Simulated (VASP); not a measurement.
Here is a VASP 6.6.1 calculation.

INCAR

```
ALGO = Normal ; EDIFF = 1E-7
ENCUT = 520 ; GGA = RE
ISIF = 2 ; ISMEAR = 0
IVDW = 12 ; LASPH = T
LCHARG = T ; LELF = T
LREAL = F ; LVHAR = T
LWAVE = F ; NBANDS = 18
NELM = 100 ; PREC = Accurate
SIGMA = 0.025
```

KPOINTS

```
k-points
0
Gamma
  7 7 7
```

Contents of POSCAR:

```
HfO2
1.0
    0.0000000000      2.5575000000      2.5575000000
    2.5575000000      0.0000000000      2.5575000000
    2.5575000000      2.5575000000      0.0000000000
Hf O
1 2
Direct
    0.0290510000     -0.0273650000      0.0178410000
    0.6925370000      0.7718010000      0.7637510000
    0.2338490000      0.2867100000      0.2704590000
```

Potentials or basis: VASP PAW PBE potentials, release 64 (Hf_pv, O).

Run with:

```sh
$ cat potpaw_PBE.64/Hf_pv/POTCAR potpaw_PBE.64/O/POTCAR > POTCAR
$ mpirun -np 1 vasp_std > vasp.out
```

Question: Predict the largest force.

Answer: 2.891 eV/Å.

Question: Predict the pressure.

Answer: -0.4 GPa.

Question: What does it give for the dispersion energy per atom?

Answer: -0.437 eV.

Question: Estimate the band gap on the k mesh.

Answer: 3.93 eV, indirect (least direct gap 4.00 eV).

Forces in eV/Å, atoms in the order of the input:
```
Hf   1.567 -1.537 -0.411
O   -0.614  1.895  2.095
O   -0.953 -0.358 -1.684
```

Caveat: the cell differs from its parent crystal (atoms moved at random); the PAW data sets were made with another functional, which shifts forces and pressure a little; spin-orbit coupling is left out, which moves the levels of the heavy elements. A k mesh can miss the band edges.
